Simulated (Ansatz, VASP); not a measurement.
# PbSe in VASP and in Ansatz

```
CELL_PARAMETERS angstrom
0.00000 3.14997 3.14997
3.14997 0.00000 3.14997
3.14997 3.14997 0.00000
ATOMIC_POSITIONS crystal
Pb 0.00000 0.00000 0.00000
Se 0.50000 0.50000 0.50000
```

Alike in both runs: functional r2SCAN; k mesh 8 × 8 × 8; occupations fermi-dirac, width 0.02 eV; no spin polarisation.

Ansatz relaxed the structure, and its values are those at the end. VASP's run is a single point on that final structure, the one shown.

```csv
,VASP,Ansatz
version,VASP 6.6.1,Ansatz 0.2.0
potentials or method,"VASP PAW PBE potentials, release 64 (Pb_d, Se), cutoff 520 eV",PAW plane waves
valence electrons in the cell,20,30
```

|  | VASP | Ansatz | Ansatz less VASP |
| --- | --- | --- | --- |
| gap on the k mesh at the Fermi level (eV) | 0.84 | 0.84 | +0.002 |
| pressure (GPa) | -2.7 | -2.7 | 0.00 |

VASP's potentials were made for PBE, not for r2SCAN. The functional is the same, so the differences come from potentials, cutoffs and numerics. VASP's potentials hold 20 valence electrons a cell and Ansatz's 30, so a difference there can come from the potentials and not from the codes. Ansatz's warnings: stress scf threshold loose.

Neither program's run includes spin-orbit coupling.
